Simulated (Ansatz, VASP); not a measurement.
Two plane-wave programs on Zn

```xyz
2
Lattice="2.6345 0.0000 0.0000 -1.3172 2.2815 0.0000 0.0000 0.0000 4.6763" Properties=species:S:1:pos:R:3 pbc="T T T"
Zn    0.0000    1.5210    1.1691
Zn    1.3172    0.7605    3.5072
```

Alike in both runs: task relaxation of cell and atoms; functional PBEsol; k mesh 24 × 24 × 12; occupations gaussian, width 0.1 eV; no spin polarisation.

|  | VASP | Ansatz |
| --- | --- | --- |
| version | VASP 6.6.1 | Ansatz 0.2.0 |
| potentials or method | VASP PAW PBE potentials, release 64 (Zn), cutoff 600 eV | scalar-relativistic, plane waves, PAW |
| valence electrons in the cell | 24 | 24 |

VASP gave:

| Item | Value |
| --- | --- |
| gap on the k mesh at the Fermi level, each at its own relaxed structure (eV) | none |
| relaxed volume (Å³/atom) | 14.26 |
| relaxed cell length with the largest relative difference (Å) | 2.601 |

Problem. Which values does Ansatz return?

Solution. gap on the k mesh at the Fermi level, each at its own relaxed structure (eV): none; relaxed volume (Å³/atom): 14.22; relaxed cell length with the largest relative difference (Å): 2.598.

VASP's potentials were made for PBE, not for PBEsol. A gap of «none» marks a metal or a gap that the smearing closes.
